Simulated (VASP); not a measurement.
Wanted: the native input for a VASP 6.6.1 run.

```yaml
Task: single point
Functional: PBE
Potentials_or_basis: VASP PAW PBE potentials, release 64 (V_sv, N)
Cutoff: 520 eV
k_mesh: 7 × 7 × 7
Occupations: fermi-dirac, width 0.05 eV
Spin: collinear spin, ferromagnetic start
Starting_moments: "[1.0, 1.0, 0.0, 0.0, 0.0, 0.0] μB"
Dipole_correction: no
Further_INCAR_settings: ALGO = Normal; EDIFF = 1e-07; NBANDS = 36
```

The structure of VN2 lies in POSCAR:

```
VN2
1.0
   -2.1507500000      2.1507500000      2.4913500000
    2.1507500000     -2.1507500000      2.4913500000
    2.1507500000      2.1507500000     -2.4913500000
V N
2 4
Direct
    0.2500000000      0.2500000000      0.0000000000
    0.7500000000      0.7500000000      0.0000000000
    0.1151000000      0.6151000000      0.7302000000
    0.6151000000      0.8849000000      0.5000000000
    0.8849000000      0.3849000000      0.2698000000
    0.3849000000      0.1151000000      0.5000000000
```

One way to write it, as run:

INCAR

```
PREC = Accurate ; ENCUT = 520
EDIFF = 1E-7 ; ISMEAR = -1
SIGMA = 0.05 ; LREAL = False
LASPH = True ; NELM = 150
ALGO = Normal ; ISIF = 2
LWAVE = False ; LCHARG = False
ISPIN = 2 ; MAGMOM = 1 1 0 0 0 0
LORBIT = 11 ; LMAXMIX = 4
GGA = PE ; NBANDS = 36
```

KPOINTS

```
Automatic mesh
0
Gamma
  7 7 7
```

Potentials or basis: VASP PAW PBE potentials, release 64 (V_sv, N).

Run with:

```console
$ cat potpaw_PBE.64/V_sv/POTCAR potpaw_PBE.64/N/POTCAR > POTCAR
$ mpirun -np 1 vasp_std > vasp.out
```

It gave:

```json
{
 "Pressure": "-0.2 GPa",
 "Largest force": "0.352 eV/Å",
 "Band gap on the k mesh": "zero (filled and empty bands overlap)",
 "Net moment": "0.00 μB per cell",
 "Valence electrons inside the program's atomic spheres": "V 11.65; N 3.75"
}
```

Wall time 2.7 min on 1 thread of Intel(R) Xeon(R) Platinum 8259CL CPU @ 2.50GHz (Skylake/Cascade Lake), with other jobs on the host, peak memory 0.24 GiB.
